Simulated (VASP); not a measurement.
# Mn (P6/mmm) in VASP: further runs

Runs on Mn. Level: r2SCAN. Tasks: single point.

All numbers are computed with VASP 6.6.1; they aren't measurements. Logs are shortened: lines on timing, memory, paths and dates and some standing lists are left out, and cuts for length are marked.

### 1 The cell of the first run

Symmetry: P6/mmm, No. 191, hexagonal system. Conventional cell: a = 4.025 Å, b = 4.025 Å, c = 2.512 Å, α = 90.00°, β = 90.00°, γ = 120.00°. Mn (site symmetry 6/mmm) has 14 Mn at 2.51 to 2.64 Å within 3.3 Å. Within 3.1 Å of Mn (site symmetry -6m2) lie 11 Mn at 2.32 to 2.64 Å.

### 2 Single point, r2SCAN (volume scaled by 1.12)

File POSCAR:

```
Mn
1.0
    4.0245081222      0.0000000000      0.0000000000
   -2.0122540611      3.4853262715      0.0000000000
    0.0000000000      0.0000000000      2.5122199744
Mn
3
Direct
    0.0000000000      0.0000000000      0.0000000000
    0.3333333333      0.6666666667      0.5000000000
    0.6666666667      0.3333333333      0.5000000000
```

File INCAR.step1:

```
PREC = Accurate
ENCUT = 520
ISMEAR = -1
SIGMA = 0.1
LREAL = F
LASPH = T
NELM = 100
NBANDS = 26
GGA = PE
ALGO = Normal
EDIFF = 1E-4
LWAVE = T
LCHARG = F
```

File INCAR.step2:

```
PREC = Accurate
ENCUT = 520
EDIFF = 1E-6
ISMEAR = -1
SIGMA = 0.1
LREAL = F
LASPH = T
NELM = 100
ALGO = Normal
ISIF = 2
LWAVE = F
LCHARG = F
METAGGA = R2SCAN
LMIXTAU = T
NBANDS = 26
ISTART = 1
```

File KPOINTS:

```
Automatic mesh
0
Gamma
  11 11 15
```

Potentials or basis: VASP PAW PBE potentials, release 64 (Mn_pv).

On the command line:

```bash
$ cat potpaw_PBE.64/Mn_pv/POTCAR > POTCAR
$ cp INCAR.step1 INCAR
$ mpirun -np 1 vasp_std > vasp.out
$ cp INCAR.step2 INCAR
$ mpirun -np 1 vasp_std > vasp.out
```

OUTCAR:

```text
PREC = Accurate
   ENCUT = 520
   EDIFF = 1E-6
   ISMEAR = -1
   LREAL = F
   LASPH = T
   NELM = 100
   ISIF = 2
   METAGGA = R2SCAN
   ISTART = 1

 ion  position               nearest neighbor table
   1  0.000  0.000  0.000-   2 2.64   3 2.64   2 2.64   3 2.64   2 2.64   2 2.64   3 2.64   3 2.64
                             3 2.64   3 2.64   2 2.64   2 2.64
   2  0.333  0.667  0.500-   3 2.32   3 2.32   3 2.32   1 2.64   1 2.64   1 2.64   1 2.64   1 2.64
                             1 2.64
   3  0.667  0.333  0.500-   2 2.32   2 2.32   2 2.32   1 2.64   1 2.64   1 2.64   1 2.64   1 2.64
                             1 2.64

  LATTYP: Found a hexagonal cell.
 ALAT       =     4.0245081222
 C/A-ratio  =     0.6242303154

  Lattice vectors:

 A1 = (   4.0245081222,   0.0000000000,   0.0000000000)
 A2 = (  -2.0122540611,   3.4853262715,   0.0000000000)
 A3 = (   0.0000000000,   0.0000000000,   2.5122199744)

Analysis of symmetry for initial positions (statically):
=====================================================================
 Subroutine PRICEL returns:
 Original cell was already a primitive cell.

 Routine SETGRP: Setting up the symmetry group for a
 hexagonal supercell.

 Subroutine GETGRP returns: Found 24 space group operations
 (whereof 24 operations were pure point group operations)
 out of a pool of 24 trial point group operations.

The static configuration has the point symmetry D_6h.

Analysis of symmetry for dynamics (positions and initial velocities):
=====================================================================
 Subroutine PRICEL returns:
 Original cell was already a primitive cell.

 Routine SETGRP: Setting up the symmetry group for a
 hexagonal supercell.

 Subroutine GETGRP returns: Found 24 space group operations
 (whereof 24 operations were pure point group operations)
 out of a pool of 24 trial point group operations.

The dynamic configuration has the point symmetry D_6h.

 Subroutine INISYM returns: Found 24 space group operations
 (whereof 24 operations are pure point group operations),
 and found     1 'primitive' translations

----------------------------------------------------------------------------------------

                                     Primitive cell

  volume of cell :      35.2382

  direct lattice vectors                    reciprocal lattice vectors
     4.024508122  0.000000000  0.000000000     0.248477570  0.143458592  0.000000000
    -2.012254061  3.485326271  0.000000000     0.000000000  0.286917184  0.000000000
     0.000000000  0.000000000  2.512219974     0.000000000  0.000000000  0.398054315

  length of vectors
     4.024508122  4.024508122  2.512219974     0.286917184  0.286917184  0.398054315

  position of ions in fractional coordinates (direct lattice)
     0.000000000  0.000000000  0.000000000
     0.333333333  0.666666667  0.500000000
     0.666666667  0.333333333  0.500000000

  ion indices of the primitive-cell ions
   primitive index   ion index
                 1           1
                 2           2
                 3           3

----------------------------------------------------------------------------------------

 KPOINTS: Automatic mesh

Automatic generation of k-mesh.
 Grid dimensions read from file:
 generate k-points for:   11   11   15

 Generating k-lattice:

  Cartesian coordinates                     Fractional coordinates (reciprocal lattice)
     0.022588870  0.013041690  0.000000000     0.090909091  0.000000000  0.000000000
     0.000000000  0.026083380  0.000000000     0.000000000  0.090909091  0.000000000
     0.000000000  0.000000000  0.026536954     0.000000000  0.000000000  0.066666667

  Length of vectors
     0.026083380  0.026083380  0.026536954

  Shift w.r.t. Gamma in fractional coordinates (k-lattice)
     0.000000000  0.000000000  0.000000000

 Subroutine IBZKPT returns following result:
 ===========================================

 Found    128 irreducible k-points:

 Following reciprocal coordinates:
            Coordinates               Weight
  0.000000  0.000000  0.000000      1.000000
  0.090909 -0.000000  0.000000      6.000000
  0.181818 -0.000000  0.000000      6.000000
  0.272727 -0.000000  0.000000      6.000000
  0.363636 -0.000000  0.000000      6.000000
  0.454545 -0.000000  0.000000      6.000000
[... 16 lines left out ...]
  0.090909  0.090909  0.066667     12.000000
  0.181818  0.090909  0.066667     24.000000
 [... further k-points ...]
   k-points           NKPTS =    128   k-points in BZ     NKDIM =    128   number of bands    NBANDS=     26
   number of dos      NEDOS =    301   number of ions     NIONS =      3
   total plane-waves  NPLWV =  18000
   dimension x,y,z NGX =    30 NGY =   30 NGZ =   20
   dimension x,y,z NGXF=    60 NGYF=   60 NGZF=   40
   ions per type =               3
   NGX,Y,Z   is equivalent  to a cutoff of  12.39, 12.39, 13.23 a.u.
   NGXF,Y,Z  is equivalent  to a cutoff of  24.79, 24.79, 26.47 a.u.
 SYSTEM =  unknown system
   PREC   = accura    normal or accurate (medium, high low for compatibility)
   ISTART =      1    job   : 0-new  1-cont  2-samecut
   ICHARG =      0    charge: 1-file 2-atom 10-const
   ISPIN  =      1    spin polarized calculation?
   LNONCOLLINEAR =      F non collinear calculations
   LSORBIT =      F    spin-orbit coupling
   LASPH  =      T    aspherical Exc in radial PAW
   ENCUT  =  520.0 eV  38.22 Ry    6.18 a.u.   7.48  7.48  4.67*2*pi/ulx,y,z
   NELM   =    100;   NELMIN=  2; NELMDL=  0     # of ELM steps
   EDIFF  = 0.1E-05   stopping-criterion for ELM
   LREAL  =      F    real-space projection
   EDIFFG = 0.1E-04   stopping-criterion for IOM
   NSW    =      0    number of steps for IOM
   IBRION =     -1    ionic relax: 0-MD 1-quasi-New 2-CG
   NFREE  =      0    steps in history (QN), initial steepest desc. (CG)
   ISIF   =      2    stress and relaxation
   ISYM   =      2    0-nonsym 1-usesym 2-fastsym
   POTIM  = 0.5000    time-step for ionic-motion
   TEBEG  =    0.0;   TEEND  =   0.0 temperature during run
   PSTRESS=    0.0 pullay stress
   NELECT =      39.0000    total number of electrons
   NUPDOWN=      -1.0000    fix difference up-down
   EMIN   =  10.00;   EMAX   =-10.00  energy-range for DOS
   EFERMI =   0.00;   METHOD = LEGACY
   ISMEAR =    -1;   SIGMA  =   0.10  broadening in eV -4-tet -1-fermi 0-gaus
   EFERMI_NEDOS =   21; number of points for ismear=-14 and -15
   IALGO  =     38    algorithm
   IMIX   =      4    mixing-type and parameters
     AMIX     =   0.40;   BMIX     =  1.00
     AMIX_MAG =   1.60;   BMIX_MAG =  1.00
  volume/ion in A,a.u.               =      11.75        79.27
  Fermi-wavevector in a.u.,A,eV,Ry     =   1.693395  3.200053 39.015907  2.867588
  Thomas-Fermi vector in A             =   2.774809
   LORBIT       =      0    0 simple, 1 ext, 2 COOP (PROOUT), +10 PAW based schemes
   METAGGA = R2SCAN    functional components
   LHFCALC =     F    Hartree Fock is set to
   AEXX    =    0.0000 exact exchange contribution
   IVDW    =     0    specifies the selected vdW correction
   LEPSILON=     F    determine dielectric tensor
   LRPA    =     F    only Hartree local field effects (RPA)
 non-spin polarized calculation
  energy-cutoff  :      520.00
  volume of cell :       35.24
 maximum number of plane-waves:       963
 NGX is ok and might be reduce to    30
   NGX = 15   NGY = 15   NGZ =  9

 number of electron      39.0000033 magnetization

 Free energy of the ion-electron system (eV)
  ---------------------------------------------------
  ext. energy  EPLUGINS =         0.00000000
  ---------------------------------------------------
  free energy    TOTEN  =       -42.42398252 eV

  energy without entropy =      -42.29245771  energy(sigma->0) =      -42.35822011

 E-fermi :   9.1273     XC(G=0): -14.7810

 val. band max:        9.1266171228   @ k =   0.1818   0.0909   0.0667
 cond. band min:       9.1299122553   @ k =   0.4545   0.0909   0.0667
 fundamental gap:      0.0032951325
 Fermi energy:         9.1272628174

 k-point     1 :       0.0000    0.0000    0.0000
  band No.  band energies     occupation
      1     -40.8389      2.00000
      2     -40.8387      2.00000
      3     -40.5538      2.00000
      4     -40.5537      2.00000
      5     -40.4860      2.00000
      6     -40.3518      2.00000
[... 18 lines left out ...]
     25      10.9385      0.00000
     26      17.3042      0.00000

 k-point     2 :       0.0909   -0.0000    0.0000
  band No.  band energies     occupation
      1     -40.8506      2.00000
      2     -40.8397      2.00000
      3     -40.5388      2.00000
      4     -40.5361      2.00000
      5     -40.4826      2.00000
      6     -40.3537      2.00000
[... 18 lines left out ...]
     25      10.9250      0.00000
     26      15.6846      0.00000

 k-point     3 :       0.1818   -0.0000    0.0000
  band No.  band energies     occupation
      1     -40.8781      2.00000
      2     -40.8351      2.00000
      3     -40.5020      2.00000
      4     -40.4925      2.00000
      5     -40.4731      2.00000
      6     -40.3592      2.00000
[... 18 lines left out ...]
     25      10.8838      0.00000
     26      14.0718      0.00000

 k-point     4 :       0.2727   -0.0000    0.0000
  band No.  band energies     occupation
      1     -40.9083      2.00000
      2     -40.8142      2.00000
      3     -40.4585      2.00000
      4     -40.4567      2.00000
      5     -40.4417      2.00000
      6     -40.3726      2.00000
[... 18 lines left out ...]
     25      10.8131      0.00000
     26      12.6944      0.00000
[... 496 lines left out ...]
      1     -40.9408      2.00000
      2     -40.7293      2.00000
      3     -40.5312      2.00000
      4     -40.4430      2.00000
      5     -40.4067      2.00000
      6     -40.3803      2.00000
[... 18 lines left out ...]
     25      10.8653      0.00000
     26      10.9883      0.00000

 k-point    23 :       0.0909    0.0909    0.0667
  band No.  band energies     occupation
      1     -40.8653      2.00000
      2     -40.8368      2.00000
      3     -40.5113      2.00000
      4     -40.5081      2.00000
      5     -40.4843      2.00000
      6     -40.3722      2.00000
[... 18 lines left out ...]
     25      10.8639      0.00000
     26      14.7824      0.00000

 k-point    24 :       0.1818    0.0909    0.0667
  band No.  band energies     occupation
      1     -40.8897      2.00000
      2     -40.8265      2.00000
      3     -40.4887      2.00000
      4     -40.4671      2.00000
      5     -40.4517      2.00000
      6     -40.3795      2.00000
[... 18 lines left out ...]
     25      10.8140      0.00000
     26      13.3609      0.00000

 [... further k-points ...]
[... 5 lines left out ...]
  --------------------------------------------------------------------------------------
  -------------------------------------------------------------------------------------
  Total       -5.8668765     -5.8668765     -5.5242407      0.0000000      0.0000000      0.0000000
  in kB     -266.7494993   -266.7494993   -251.1708669      0.0000000      0.0000000      0.0000000
  external PRESSURE =    -261.5566219 kB  Pullay stress =       0.0000000 kB

 VOLUME and BASIS-vectors are now :
 -----------------------------------------------------------------------------
  energy-cutoff  :      520.00
  volume of cell :       35.24
      direct lattice vectors                 reciprocal lattice vectors
     4.024508122  0.000000000  0.000000000     0.248477570  0.143458592  0.000000000
    -2.012254061  3.485326271  0.000000000     0.000000000  0.286917184  0.000000000
     0.000000000  0.000000000  2.512219974     0.000000000  0.000000000  0.398054315

 POSITION                                       TOTAL-FORCE (eV/Angst)
 -----------------------------------------------------------------------------------
      0.00000      0.00000      0.00000        -0.000000      0.000000      0.000000
     -0.00000      2.32355      1.25611        -0.000000     -0.000000      0.000000
      2.01225      1.16178      1.25611         0.000000      0.000000      0.000000
 -----------------------------------------------------------------------------------
    total drift:                               -0.000000      0.000000      0.000000

  FREE ENERGIE OF THE ION-ELECTRON SYSTEM (eV)
  ---------------------------------------------------
  free  energy   TOTEN  =       -42.4239825224 eV

  energy  without entropy=      -42.2924577062  energy(sigma->0) =      -42.35822011
```

It took 3.2 min on 1 thread of Intel Xeon Platinum 8481C at 2.70GHz (Sapphire Rapids), shared host; peak memory 0.21 GiB.

Results:

```yaml
Free_energy: -42.4240 eV
Pressure: -26.2 GPa
```

Levels at points of the mesh, in eV from the Fermi level:
| k point | band 15 | band 16 | band 17 | band 18 | band 19 | band 20 | band 21 | band 22 | band 23 | band 24 |
| --- | --- | --- | --- | --- | --- | --- | --- | --- | --- | --- |
| (0.00, 0.00, 0.00) | -2.13 | -1.71 | -1.10 | -0.50 | -0.50 | 0.03 | 0.03 | 0.08 | 0.08 | 1.81 |

Caveat: the cell differs from its parent crystal (volume scaled by 1.12); the PAW data sets were made with another functional, which shifts forces and pressure a little; the run has no spin polarisation, though such a crystal can be magnetic. Spin polarisation is off, so any magnetic state and its effect on volume and gap are missing.

### 3 Single point, r2SCAN

This run uses another cell than the first one, of 10.49 Å³/atom, 0.893 times its volume.

File POSCAR:

```
Mn
1.0
    3.8753131378      0.0000000000      0.0000000000
   -1.9376565689      3.3561196250      0.0000000000
    0.0000000000      0.0000000000      2.4190879423
Mn
3
Direct
    0.0000000000      0.0000000000      0.0000000000
    0.3333333333      0.6666666667      0.5000000000
    0.6666666667      0.3333333333      0.5000000000
```

File INCAR.step1:

```
  ALGO = Normal
  EDIFF = 1E-4
  ENCUT = 520
  GGA = PE
  ISMEAR = -1
  LASPH = T
  LCHARG = F
  LREAL = F
  LWAVE = T
  NBANDS = 26
  NELM = 80
  PREC = Accurate
  SIGMA = 0.1
```

File INCAR.step2:

```
  ALGO = Normal
  EDIFF = 1E-7
  ENCUT = 520
  ISIF = 2
  ISMEAR = -1
  ISTART = 1
  LASPH = T
  LCHARG = F
  LMIXTAU = T
  LREAL = F
  LWAVE = F
  METAGGA = R2SCAN
  NBANDS = 26
  NELM = 80
  PREC = Accurate
  SIGMA = 0.1
```

File KPOINTS:

```
k-points
0
Gamma
  12 12 17
```

Potentials or basis: VASP PAW PBE potentials, release 64 (Mn_pv).

On the command line:

```bash
$ cat potpaw_PBE.64/Mn_pv/POTCAR > POTCAR
$ cp INCAR.step1 INCAR
$ mpirun -np 1 vasp_std > vasp.out
$ cp INCAR.step2 INCAR
$ mpirun -np 1 vasp_std > vasp.out
```

Wall time 4.1 min (1 thread of Intel Xeon Platinum 8481C at 2.70GHz (Sapphire Rapids), shared host); peak memory 0.23 GiB.

Results (log left out):

* Free energy: -42.7593 eV
* Pressure: 0.4 GPa

Stress tensor (GPa, compression positive):
```
0.32 0.00 0.00
0.00 0.32 0.00
0.00 0.00 0.53
```

Levels at points of the mesh, in eV from the Fermi level:
| k point | band 18 | band 19 | band 20 | band 21 | band 22 | band 23 |
| --- | --- | --- | --- | --- | --- | --- |
| (0.00, 0.00, 0.00) | -0.59 | -0.59 | 0.01 | 0.01 | 0.08 | 0.08 |
| (0.50, 0.00, 0.00) | -0.91 | 0.18 | 0.23 | 1.13 | 1.27 | 1.57 |

Caveat: the PAW data sets were made with another functional, which shifts forces and pressure a little; the run has no spin polarisation, though such a crystal can be magnetic. Spin polarisation is off, so any magnetic state and its effect on volume and gap are missing.
